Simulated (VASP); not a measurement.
Runs of VASP 6.6.1 on Ag3Au. Symmetry: Pm-3m, No. 221, cubic system. The conventional cell has a = 4.111 Å, b = 4.111 Å, c = 4.111 Å, α = 90.00°, β = 90.00°, γ = 90.00°. Ag (site symmetry 4/mmm) has 8 Ag at 2.91 Å and 4 Au at 2.91 Å within 3.8 Å. Au (site symmetry m-3m) has 12 Ag at 2.91 Å within 3.8 Å. 

| k mesh | gap on the mesh (eV) | pressure (GPa) |
| --- | --- | --- |
| 4 × 4 × 4 | none | -9.4 |
| 3 × 3 × 3 | none | -6.7 |
| 5 × 5 × 5 | none | -8.0 |
| 2 × 2 × 2 | none | (a) |

Alike in all rows: task single point; level LDA; potentials or basis VASP PAW LDA potentials, release 64 (Ag, Au); no spin polarisation; cell as given; cutoff (eV) 500; smearing fermi-dirac 0.02 eV.

Estimate the missing entries.

(a) -4.0.

Caveats: some runs use coarse meshes; spin-orbit coupling is left out, which moves the levels of the heavy elements.

A k mesh can miss the band edges, and the runs leave out spin-orbit coupling on Ag, Au.

A gap of «none» marks levels without a gap at the run's occupations.
